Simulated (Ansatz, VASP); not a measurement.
Two plane-wave programs on C

Contents of INCAR:

```
PREC = Accurate
ENCUT = 520
EDIFF = 1E-6
ISMEAR = 0
SIGMA = 0.05
LREAL = F
LASPH = T
NELM = 80
ALGO = Normal
ISIF = 2
LWAVE = F
LCHARG = F
GGA = CA
NBANDS = 26
```

File KPOINTS:

```
regular mesh
0
Gamma
  6 6 10
```

POSCAR

```
C
1.0
    2.1821454906     -4.3337146136      0.0000000000
    2.1821454906      4.3337146136      0.0000000000
    0.0000000000      0.0000000000      2.4856616114
C
8
Direct
    0.6482879639      0.9815881366      0.0000000000
    0.3517120361      0.0184118634      0.0000000000
    0.0184118634      0.3517120361      0.0000000000
    0.9815881366      0.6482879639      0.0000000000
    0.4045540954      0.2260768148      0.5000000000
    0.5954459046      0.7739231852      0.5000000000
    0.7739231852      0.5954459046      0.5000000000
    0.2260768148      0.4045540954      0.5000000000
```

Input for Ansatz:

```yaml
crystal:
  lattice:
    - [2.1821454906, -4.3337146136, 0.0]
    - [2.1821454906, 4.3337146136, 0.0]
    - [0.0, 0.0, 2.4856616114]
  atoms:
    - { symbol: C, position: [0.6482879639, 0.9815881366, 0.0] }
    - { symbol: C, position: [0.3517120361, 0.0184118634, 0.0] }
    - { symbol: C, position: [0.0184118634, 0.3517120361, 0.0] }
    - { symbol: C, position: [0.9815881366, 0.6482879639, 0.0] }
    - { symbol: C, position: [0.4045540954, 0.2260768148, 0.5] }
    - { symbol: C, position: [0.5954459046, 0.7739231852, 0.5] }
    - { symbol: C, position: [0.7739231852, 0.5954459046, 0.5] }
    - { symbol: C, position: [0.2260768148, 0.4045540954, 0.5] }
basis:
  ecutwfc: 420
kpoints:
  mp_grid: { grid: [6, 6, 10] }
hamiltonian:
  xc: lda
scf:
  occupations: { method: gaussian, width: 0.05 }
output:
  forces: true
  stress: true
  eigenvalues: true
```

Change from the starting cell: strain +0.0375 x Voigt [1, 0, 0, 0, 0, 0], atoms carried along.

Alike in both runs: task single point; functional LDA; k mesh 6 × 6 × 10; occupations gaussian, width 0.05 eV; no spin polarisation.

```csv
,VASP,Ansatz
version,VASP 6.6.1,Ansatz 0.2.0
potentials or method,"VASP PAW LDA potentials, release 64 (C), cutoff 520 eV","scalar-relativistic, plane waves, PAW"
valence electrons in the cell,32,32
```

```csv
,VASP,Ansatz,Ansatz less VASP
gap on the k mesh at the Fermi level (eV),3.26,3.28,+0.017
least direct gap on the mesh (eV),4.75,4.76,+0.017
pressure (GPa),-13.1,-14.5,-1.35
"traceless stress, the component that is largest in VASP (GPa)",-25.36,-25.14,+0.212
rms of the force components (eV/Å),0.140,0.144,+0.0033
```

LDA's correlation is that of Perdew and Zunger in VASP and of Perdew and Wang (1992) in Ansatz. Atom by atom the forces differ by 0.010 eV/Å (rms over components).
